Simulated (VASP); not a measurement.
# InP (P6_3/mmc) in VASP: further runs

The runs below take InP through relaxation of cell and atoms, with PBE, r2SCAN.

Program: VASP 6.6.1. These are calculated values, not measurements. Logs are shortened: lines on timing, memory, paths and dates and some standing lists are left out, and cuts for length are marked.

## Step 1: The cell of the first run

Symmetry: P6_3/mmc, No. 194, hexagonal system. The conventional cell has a = 4.245 Å, b = 4.245 Å, c = 5.306 Å, α = 90.00°, β = 90.00°, γ = 120.00°. In (site symmetry -6m2) has 5 P at 2.45 to 2.65 Å within 3.2 Å. Within 3.2 Å of P (site symmetry -6m2) lie 5 In at 2.45 to 2.65 Å.

## Step 2: Relaxation of cell and atoms, PBE

The input, INCAR:

```
SYSTEM = InP
PREC = Accurate
ENCUT = 600
EDIFF = 1E-6
ISMEAR = -1
SIGMA = 0.02
LREAL = .False.
LASPH = .True.
NELM = 60
ALGO = Normal
ISIF = 3
LWAVE = .False.
LCHARG = .False.
GGA = PE
IBRION = 2
NSW = 80
EDIFFG = -0.005
```

The input, KPOINTS:

```
Automatic mesh
0
Gamma
  6 6 4
  0 0 0
```

The input, POSCAR:

```
InP
1.0
    4.2450698316      0.0000000000      0.0000000000
   -2.1225349158      3.6763383150      0.0000000000
    0.0000000000      0.0000000000      5.3060553000
In P
2 2
Direct
    0.3333333333      0.6666666667      0.2500000000
    0.6666666667      0.3333333333      0.7500000000
    0.6666666667      0.3333333333      0.2500000000
    0.3333333333      0.6666666667      0.7500000000
```

Potentials or basis: VASP PAW PBE potentials, release 64 (In_d, P).

Run with:

```console
$ cat potpaw_PBE.64/In_d/POTCAR potpaw_PBE.64/P/POTCAR > POTCAR
$ mpirun -np 1 vasp_std > vasp.out
```

OUTCAR:

```text
SYSTEM = InP
   PREC = Accurate
   ENCUT = 600
   EDIFF = 1E-6
   ISMEAR = -1
   LREAL = .False.
   LASPH = .True.
   NELM = 60
   ISIF = 3
   GGA = PE
   IBRION = 2
   NSW = 80
   EDIFFG = -0.005

 ion  position               nearest neighbor table
   1  0.333  0.667  0.250-   3 2.45   3 2.45   3 2.45   4 2.65   4 2.65   2 3.61   2 3.61   2 3.61
                             2 3.61   2 3.61   2 3.61
   2  0.667  0.333  0.750-   4 2.45   4 2.45   4 2.45   3 2.65   3 2.65   1 3.61   1 3.61   1 3.61
                             1 3.61   1 3.61   1 3.61
   3  0.667  0.333  0.250-   1 2.45   1 2.45   1 2.45   2 2.65   2 2.65
   4  0.333  0.667  0.750-   2 2.45   2 2.45   2 2.45   1 2.65   1 2.65

  LATTYP: Found a hexagonal cell.
 ALAT       =     4.2450698316
 C/A-ratio  =     1.2499335725

  Lattice vectors:

 A1 = (   4.2450698316,   0.0000000000,   0.0000000000)
 A2 = (  -2.1225349158,   3.6763383150,   0.0000000000)
 A3 = (   0.0000000000,   0.0000000000,   5.3060553000)

Analysis of symmetry for initial positions (statically):
=====================================================================
 Subroutine PRICEL returns:
 Original cell was already a primitive cell.

 Routine SETGRP: Setting up the symmetry group for a
 hexagonal supercell.

 Subroutine GETGRP returns: Found 24 space group operations
 (whereof 12 operations were pure point group operations)
 out of a pool of 24 trial point group operations.

The static configuration has the point symmetry D_3d.
 The point group associated with its full space group is D_6h.

Analysis of symmetry for dynamics (positions and initial velocities):
=====================================================================
 Subroutine PRICEL returns:
 Original cell was already a primitive cell.

 Routine SETGRP: Setting up the symmetry group for a
 hexagonal supercell.

 Subroutine GETGRP returns: Found 24 space group operations
 (whereof 12 operations were pure point group operations)
 out of a pool of 24 trial point group operations.

The dynamic configuration has the point symmetry D_3d.
 The point group associated with its full space group is D_6h.

 Subroutine INISYM returns: Found 24 space group operations
 (whereof 12 operations are pure point group operations),
 and found     1 'primitive' translations

----------------------------------------------------------------------------------------

                                     Primitive cell

  volume of cell :      82.8080

  direct lattice vectors                    reciprocal lattice vectors
     4.245069832  0.000000000  0.000000000     0.235567385  0.136004893  0.000000000
    -2.122534916  3.676338315  0.000000000     0.000000000  0.272009786  0.000000000
     0.000000000  0.000000000  5.306055300     0.000000000  0.000000000  0.188463923

  length of vectors
     4.245069832  4.245069832  5.306055300     0.272009786  0.272009786  0.188463923

  position of ions in fractional coordinates (direct lattice)
     0.333333333  0.666666667  0.250000000
     0.666666667  0.333333333  0.750000000
     0.666666667  0.333333333  0.250000000
     0.333333333  0.666666667  0.750000000

  ion indices of the primitive-cell ions
   primitive index   ion index
                 1           1
                 2           2
                 3           3
                 4           4

----------------------------------------------------------------------------------------

 KPOINTS: Automatic mesh

Automatic generation of k-mesh.
 Grid dimensions read from file:
 generate k-points for:    6    6    4

 Generating k-lattice:

  Cartesian coordinates                     Fractional coordinates (reciprocal lattice)
     0.039261231  0.022667482  0.000000000     0.166666667  0.000000000  0.000000000
     0.000000000  0.045334964  0.000000000     0.000000000  0.166666667  0.000000000
     0.000000000  0.000000000  0.047115981     0.000000000  0.000000000  0.250000000

  Length of vectors
     0.045334964  0.045334964  0.047115981

  Shift w.r.t. Gamma in fractional coordinates (k-lattice)
     0.000000000  0.000000000  0.000000000

 Subroutine IBZKPT returns following result:
 ===========================================

 Found     21 irreducible k-points:

 Following reciprocal coordinates:
            Coordinates               Weight
  0.000000  0.000000  0.000000      1.000000
  0.166667 -0.000000  0.000000      6.000000
  0.333333 -0.000000  0.000000      6.000000
  0.500000 -0.000000  0.000000      3.000000
  0.166667  0.166667  0.000000      6.000000
  0.333333  0.166667  0.000000     12.000000
[... 13 lines left out ...]
  0.333333  0.166667  0.500000     12.000000
  0.333333  0.333333  0.500000      2.000000
   k-points           NKPTS =     21   k-points in BZ     NKDIM =     21   number of bands    NBANDS=     22
   number of dos      NEDOS =    301   number of ions     NIONS =      4
   total plane-waves  NPLWV =  54432
   dimension x,y,z NGX =    36 NGY =   36 NGZ =   42
   dimension x,y,z NGXF=    72 NGYF=   72 NGZF=   84
   ions per type =               2   2
   NGX,Y,Z   is equivalent  to a cutoff of  14.10, 14.10, 13.16 a.u.
   NGXF,Y,Z  is equivalent  to a cutoff of  28.20, 28.20, 26.32 a.u.
 SYSTEM =  InP
   PREC   = accura    normal or accurate (medium, high low for compatibility)
   ISTART =      0    job   : 0-new  1-cont  2-samecut
   ICHARG =      2    charge: 1-file 2-atom 10-const
   ISPIN  =      1    spin polarized calculation?
   LNONCOLLINEAR =      F non collinear calculations
   LSORBIT =      F    spin-orbit coupling
   LASPH  =      T    aspherical Exc in radial PAW
   ENCUT  =  600.0 eV  44.10 Ry    6.64 a.u.   8.48  8.48 10.60*2*pi/ulx,y,z
   NELM   =     60;   NELMIN=  2; NELMDL= -5     # of ELM steps
   EDIFF  = 0.1E-05   stopping-criterion for ELM
   LREAL  =      F    real-space projection
   EDIFFG = -.5E-02   stopping-criterion for IOM
   NSW    =     80    number of steps for IOM
   IBRION =      2    ionic relax: 0-MD 1-quasi-New 2-CG
   NFREE  =      1    steps in history (QN), initial steepest desc. (CG)
   ISIF   =      3    stress and relaxation
   ISYM   =      2    0-nonsym 1-usesym 2-fastsym
   POTIM  = 0.5000    time-step for ionic-motion
   TEBEG  =    0.0;   TEEND  =   0.0 temperature during run
   PSTRESS=    0.0 pullay stress
   NELECT =      36.0000    total number of electrons
   NUPDOWN=      -1.0000    fix difference up-down
   EMIN   =  10.00;   EMAX   =-10.00  energy-range for DOS
   EFERMI =   0.00;   METHOD = LEGACY
   ISMEAR =    -1;   SIGMA  =   0.02  broadening in eV -4-tet -1-fermi 0-gaus
   EFERMI_NEDOS =   21; number of points for ismear=-14 and -15
   IALGO  =     38    algorithm
   IMIX   =      4    mixing-type and parameters
     AMIX     =   0.40;   BMIX     =  1.00
     AMIX_MAG =   1.60;   BMIX_MAG =  1.00
  volume/ion in A,a.u.               =      20.70       139.70
  Fermi-wavevector in a.u.,A,eV,Ry     =   1.240181  2.343602 20.926416  1.538048
  Thomas-Fermi vector in A             =   2.374632
   LORBIT       =      0    0 simple, 1 ext, 2 COOP (PROOUT), +10 PAW based schemes
   GGA     = PE    functional components
   LHFCALC =     F    Hartree Fock is set to
   AEXX    =    0.0000 exact exchange contribution
   IVDW    =     0    specifies the selected vdW correction
   LEPSILON=     F    determine dielectric tensor
   LRPA    =     F    only Hartree local field effects (RPA)
 conjugate gradient relaxation of ions
 non-spin polarized calculation
  energy-cutoff  :      600.00
  volume of cell :       82.81
 maximum number of plane-waves:      2793
 NGX is ok and might be reduce to    36
   NGX = 17   NGY = 17   NGZ = 21

--------------------------------------- Ionic step        1  -------------------------------------------

 number of electron      36.0000013 magnetization

 Free energy of the ion-electron system (eV)
  ---------------------------------------------------
  ext. energy  EPLUGINS =         0.00000000
  ---------------------------------------------------
  free energy    TOTEN  =       -14.82304016 eV

  energy without entropy =      -14.81776483  energy(sigma->0) =      -14.82040249

 E-fermi :   7.5487     XC(G=0): -10.2107

 val. band max:        7.5092410075   @ k =   0.3333  -0.0000   0.0000
 cond. band min:       7.5528325806   @ k =   0.3333   0.1667   0.5000
 fundamental gap:      0.0435915731
 Fermi energy:         7.5487072168

 k-point     1 :       0.0000    0.0000    0.0000
  band No.  band energies     occupation
      1      -7.5039      2.00000
      2      -7.0863      2.00000
      3      -7.0863      2.00000
      4      -7.0858      2.00000
      5      -7.0858      2.00000
      6      -6.9838      2.00000
[... 14 lines left out ...]
     21      10.4960      0.00000
     22      10.4960      0.00000
[... 520 lines left out ...]
 POSITION                                       TOTAL-FORCE (eV/Angst)
 -----------------------------------------------------------------------------------
     -0.00000      2.45089      1.32651         0.000000      0.000000      0.000000
      2.12253      1.22545      3.97954        -0.000000     -0.000000      0.000000
      2.12253      1.22545      1.32651         0.000000     -0.000000      0.000000
     -0.00000      2.45089      3.97954        -0.000000      0.000000      0.000000
 -----------------------------------------------------------------------------------
    total drift:                               -0.000000      0.000000     -0.000000

  FREE ENERGIE OF THE ION-ELECTRON SYSTEM (eV)
  ---------------------------------------------------
  free  energy   TOTEN  =       -14.8230401552 eV

  energy  without entropy=      -14.8177648311  energy(sigma->0) =      -14.82040249

--------------------------------------- Ionic step        2  -------------------------------------------

 number of electron      36.0000005 magnetization

 E-fermi :   3.8519     XC(G=0):  -8.6521

 val. band max:        3.8281611047   @ k =   0.3333   0.1667   0.5000
 cond. band min:       3.8794569468   @ k =   0.1667  -0.0000   0.2500
 fundamental gap:      0.0512958421
 Fermi energy:         3.8519085740

 k-point     1 :       0.0000    0.0000    0.0000
  band No.  band energies     occupation
      1     -10.4563      2.00000
      2     -10.3429      2.00000
      3     -10.3429      2.00000
      4     -10.3429      2.00000
      5     -10.3429      2.00000
      6     -10.3159      2.00000
[... 14 lines left out ...]
     21       6.9999      0.00000
     22       6.9999      0.00000
[... 748 lines left out ...]
 POSITION                                       TOTAL-FORCE (eV/Angst)
 -----------------------------------------------------------------------------------
     -0.00000      2.58646      1.47331        -0.000000     -0.000000     -0.000000
      2.23994      1.29323      4.41992        -0.000000     -0.000000      0.000000
      2.23994      1.29323      1.47331        -0.000000     -0.000000     -0.000000
     -0.00000      2.58646      4.41992         0.000000      0.000000      0.000000
 -----------------------------------------------------------------------------------
    total drift:                               -0.000000      0.000000     -0.000000

  FREE ENERGIE OF THE ION-ELECTRON SYSTEM (eV)
  ---------------------------------------------------
  free  energy   TOTEN  =       -15.8089646257 eV

  energy  without entropy=      -15.8059476502  energy(sigma->0) =      -15.80745614

--------------------------------------- Ionic step        9  -------------------------------------------

 number of electron      36.0000019 magnetization

 Free energy of the ion-electron system (eV)
  ---------------------------------------------------
  ext. energy  EPLUGINS =         0.00000000
  ---------------------------------------------------
  free energy    TOTEN  =       -15.80922829 eV

  energy without entropy =      -15.80618441  energy(sigma->0) =      -15.80770635

 E-fermi :   5.1916     XC(G=0):  -9.2509

 val. band max:        5.1700671894   @ k =   0.1667   0.1667   0.2500
 cond. band min:       5.3513828134   @ k =   0.5000  -0.0000   0.0000
 fundamental gap:      0.1813156240
 Fermi energy:         5.1916063489

 k-point     1 :       0.0000    0.0000    0.0000
  band No.  band energies     occupation
      1      -9.3435      2.00000
      2      -9.1766      2.00000
      3      -9.1766      2.00000
      4      -9.1760      2.00000
      5      -9.1760      2.00000
      6      -9.1270      2.00000
[... 14 lines left out ...]
     21       8.3778      0.00000
     22       8.3778      0.00000
[... 520 lines left out ...]
 POSITION                                       TOTAL-FORCE (eV/Angst)
 -----------------------------------------------------------------------------------
     -0.00000      2.58353      1.47121         0.000000      0.000000      0.000000
      2.23740      1.29176      4.41363         0.000000     -0.000000      0.000000
      2.23740      1.29176      1.47121        -0.000000      0.000000     -0.000000
     -0.00000      2.58353      4.41363         0.000000     -0.000000      0.000000
 -----------------------------------------------------------------------------------
    total drift:                               -0.000000      0.000000     -0.000000

  FREE ENERGIE OF THE ION-ELECTRON SYSTEM (eV)
  ---------------------------------------------------
  free  energy   TOTEN  =       -15.8092282853 eV

  energy  without entropy=      -15.8061844076  energy(sigma->0) =      -15.80770635

 reached required accuracy - stopping structural energy minimisation
```

Run time: 3.2 min. Hardware: 1 thread of AMD EPYC 9R45 (Zen 5), shared host; peak memory 0.22 GiB.

What came out:

```
Free energy                           : -15.8092 eV
Relaxed volume                        : 25.51 Å³/atom
Relaxed cell                          : a = 4.475 Å, b = 4.475 Å, c = 5.885 Å, α = 90.00°, β = 90.00°, γ = 120.00°
Space group after relaxing (to 0.1 Å) : P6_3/mmc (No. 194)
Energy gained by relaxing             : 246.5 meV/atom
Ionic steps                           : 9
Pressure after relaxing               : 0.0 GPa
Band gap on the k mesh                : zero (bands 18 and 19 overlap by 0.81 eV)
```

The path:
```csv
step,energy change (eV),largest force (eV/Å),pressure (GPa),volume (Å³)
1,0.0000,0.0000,19.72,82.81
2,-0.6386,0.0000,-5.84,117.26
3,-0.9626,0.0000,-0.10,101.82
4,-0.9625,0.0000,0.17,101.41
5,-0.9744,0.0000,0.17,101.47
6,-0.9857,0.0000,0.27,101.55
7,-0.9858,0.0000,0.29,101.55
8,-0.9859,0.0000,-0.26,102.43
9,-0.9862,0.0000,-0.01,102.05
```

Final structure:
```yaml
crystal:
  lattice:
    - [4.47480, 0.00000, 0.00000]
    - [-2.23740, 3.87529, 0.00000]
    - [0.00000, 0.00000, 5.88484]
  atoms:
    - { symbol: In, position: [0.33333, 0.66667, 0.25000] }
    - { symbol: In, position: [0.66667, 0.33333, 0.75000] }
    - { symbol: P, position: [0.66667, 0.33333, 0.25000] }
    - { symbol: P, position: [0.33333, 0.66667, 0.75000] }
```

Levels at points of the mesh, in eV from the Fermi level:
| k point | band 14 | band 15 | band 16 | band 17 | band 18 | band 19 | band 20 | band 21 | band 22 |
| --- | --- | --- | --- | --- | --- | --- | --- | --- | --- |
| (0.00, 0.00, 0.00) | -1.88 | -1.88 | -1.80 | -0.42 | -0.42 | 0.26 | 0.32 | 3.19 | 3.19 |
| (0.50, 0.00, 0.00) | -4.63 | -3.04 | -3.00 | -1.62 | -1.26 | 0.16 | 2.55 | 4.80 | 5.91 |
| (0.00, 0.00, 0.50) | -2.60 | -1.19 | -1.19 | -1.19 | -1.19 | 0.76 | 0.76 | 3.63 | 3.63 |
| (0.50, 0.00, 0.50) | -5.96 | -2.26 | -2.26 | -0.47 | -0.47 | 1.95 | 1.95 | 3.01 | 3.01 |

Caveat: the volume moved by over 15 % at a fixed basis, so the end points are rough; spin-orbit coupling is left out, which moves the levels of the heavy elements.

## Step 3: Relaxation of cell and atoms, r2SCAN

This run uses another cell than the first one, of 25.53 Å³/atom.

The input, POSCAR:

```
InP
1.0
    4.4774744253      0.0000000000      0.0000000000
   -2.2387372127      3.8776065971      0.0000000000
    0.0000000000      0.0000000000      5.8808721607
In P
2 2
Direct
    0.3333333333      0.6666666667      0.2500000000
    0.6666666667      0.3333333333      0.7500000000
    0.6666666667      0.3333333333      0.2500000000
    0.3333333333      0.6666666667      0.7500000000
```

The input, INCAR.step1:

```
ALGO = Normal
EDIFF = 1E-4
ENCUT = 600
GGA = PE
ISMEAR = -1
LASPH = True
LCHARG = False
LREAL = False
LWAVE = True
NELM = 80
PREC = Accurate
SIGMA = 0.02
```

The input, INCAR.step2:

```
ALGO = Normal
EDIFF = 1E-6
EDIFFG = -0.005
ENCUT = 600
IBRION = 2
ISIF = 3
ISMEAR = -1
ISTART = 1
LASPH = True
LCHARG = False
LMIXTAU = True
LREAL = False
LWAVE = False
METAGGA = R2SCAN
NELM = 80
NSW = 80
PREC = Accurate
SIGMA = 0.02
```

The input, KPOINTS:

```
k-points
0
Gamma
  6 6 4
```

Potentials or basis: VASP PAW PBE potentials, release 64 (In_d, P).

Run with:

```console
$ cat potpaw_PBE.64/In_d/POTCAR potpaw_PBE.64/P/POTCAR > POTCAR
$ cp INCAR.step1 INCAR
$ mpirun -np 1 vasp_std > vasp.out
$ cp INCAR.step2 INCAR
$ mpirun -np 1 vasp_std > vasp.out
```

Wall time 22 min (1 thread of AMD EPYC 9R45 (Zen 5), shared host); peak memory 0.27 GiB.

Results (log left out):

```yaml
Free_energy: -63.4942 eV
Relaxed_volume: 24.96 Å³/atom
Relaxed_cell: a = 4.388 Å, b = 4.388 Å, c = 5.988 Å, α = 90.00°, β = 90.00°, γ = 120.00°
Space_group_after_relaxing_to_0.1_Å: P6_3/mmc (No. 194)
Energy_gained_by_relaxing: 8.1 meV/atom
Ionic_steps: 13
Pressure_after_relaxing: 0.0 GPa
Band_gap_on_the_k_mesh: zero (bands 18 and 19 overlap by 0.79 eV)
```

Step by step:
| step | energy change (eV) | largest force (eV/Å) | pressure (GPa) | volume (Å³) |
| --- | --- | --- | --- | --- |
| 1 | 0.0000 | 0.0000 | -1.89 | 102.10 |
| 2 | -0.0217 | 0.0000 | 1.22 | 97.72 |
| 3 | -0.0251 | 0.0000 | 0.30 | 98.84 |
| 4 | -0.0299 | 0.0000 | 0.30 | 99.04 |
| 5 | -0.0316 | 0.0000 | 0.35 | 99.22 |
| 6 | -0.0317 | 0.0000 | 0.38 | 99.27 |
| 7 | -0.0318 | 0.0000 | -0.34 | 100.29 |
| 8 | -0.0323 | 0.0000 | -0.05 | 99.81 |
| 9 | -0.0323 | 0.0000 | 0.04 | 99.74 |
| 10 | -0.0323 | 0.0000 | 0.03 | 99.77 |
| 11 | -0.0323 | 0.0000 | 0.01 | 99.79 |
| 12 | -0.0323 | 0.0000 | 0.01 | 99.80 |
| 13 | -0.0323 | 0.0000 | 0.02 | 99.84 |

Final structure:
```yaml
crystal:
  lattice:
    - [4.38781, 0.00000, 0.00000]
    - [-2.19391, 3.79995, 0.00000]
    - [0.00000, 0.00000, 5.98784]
  atoms:
    - { symbol: In, position: [0.33333, 0.66667, 0.25000] }
    - { symbol: In, position: [0.66667, 0.33333, 0.75000] }
    - { symbol: P, position: [0.66667, 0.33333, 0.25000] }
    - { symbol: P, position: [0.33333, 0.66667, 0.75000] }
```

Levels at points of the mesh, in eV from the Fermi level:
```
           k point  band 15  band 16  band 17  band 18  band 19  band 20  band 21  band 22
(0.00, 0.00, 0.00)    -1.97    -1.31    -0.59    -0.59     0.31     0.87     3.46     3.46
(0.50, 0.00, 0.00)    -3.28    -3.17    -1.66    -1.60     0.39     2.84     4.77     6.26
(0.00, 0.00, 0.50)    -1.32    -1.32    -1.32    -1.32     0.81     0.81     3.93     3.93
(0.50, 0.00, 0.50)    -2.54    -2.54    -0.62    -0.62     2.03     2.03     3.08     3.08
```

Caveat: semilocal functionals underestimate gaps, and a narrow one can read as zero; the PAW data sets were made with another functional, which shifts forces and pressure a little; spin-orbit coupling is left out, which moves the levels of the heavy elements.

The gap in the log of VASP goes by the Fermi energy; the results here count the filled bands.